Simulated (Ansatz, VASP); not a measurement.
# Ta3Cu: VASP beside Ansatz

INCAR

```
SYSTEM = Ta3Cu
  PREC = Accurate
  ENCUT = 600
  EDIFF = 1E-7
  ISMEAR = 0
  SIGMA = 0.1
  LREAL = .FALSE.
  LASPH = .TRUE.
  NELM = 60
  ALGO = Fast
  ISIF = 3
  LWAVE = .FALSE.
  LCHARG = .FALSE.
  GGA = PE
  IBRION = 2
  NSW = 100
  EDIFFG = -0.01
```

KPOINTS

```
regular mesh
0
G
  12 12 12
  0 0 0
```

File POSCAR:

```
Ta3Cu
1.0
    0.0000000000      3.2294216786      3.2294216786
    3.2294216786      0.0000000000      3.2294216786
    3.2294216786      3.2294216786      0.0000000000
Ta Cu
3 1
Direct
    0.7500000000      0.7500000000      0.7500000000
    0.2500000000      0.2500000000      0.2500000000
    0.0000000000      0.0000000000      0.0000000000
    0.5000000000      0.5000000000      0.5000000000
```

Input for Ansatz:

```yaml
crystal:
  lattice:
    - [0.0, 3.2294216786, 3.2294216786]
    - [3.2294216786, 0.0, 3.2294216786]
    - [3.2294216786, 3.2294216786, 0.0]
  atoms:
    - { symbol: Ta, position: [0.75, 0.75, 0.75] }
    - { symbol: Ta, position: [0.25, 0.25, 0.25] }
    - { symbol: Ta, position: [0.0, 0.0, 0.0] }
    - { symbol: Cu, position: [0.5, 0.5, 0.5] }
basis:
  ecutwfc: 420
kpoints:
  mp_grid: { grid: [12, 12, 12] }
hamiltonian:
  xc: pbe
scf:
  occupations: { method: gaussian, width: 0.1 }
output:
  forces: true
  stress: true
  eigenvalues: true
relax:
  adjacent_minimum: "off"
  f_tol: 0.01
  max_steps: 80
  cell: { stress_tol: 0.05 }
```

Alike in both runs: task relaxation of cell and atoms; functional PBE; k mesh 12 × 12 × 12; occupations gaussian, width 0.1 eV; no spin polarisation.

|  | VASP | Ansatz |
| --- | --- | --- |
| version | VASP 6.6.1 | Ansatz 0.2.0 |
| potentials or method | VASP PAW PBE potentials, release 64 (Ta_pv, Cu), cutoff 600 eV | scalar-relativistic, plane waves, PAW |
| valence electrons in the cell | 44 | 58 |

```tsv
	VASP	Ansatz	Ansatz less VASP
gap on the k mesh at the Fermi level, each at its own relaxed structure (eV)	none	none	-
relaxed volume (Å³/atom)	16.88	16.86	-0.026
relaxed cell length with the largest relative difference (Å)	4.571	4.569	-0.0024
```

A gap of «none» marks a metal or a gap that the smearing closes. VASP's potentials hold 44 valence electrons a cell and Ansatz's 58, so a difference there can come from the potentials and not from the codes.

Neither program's run includes spin-orbit coupling.
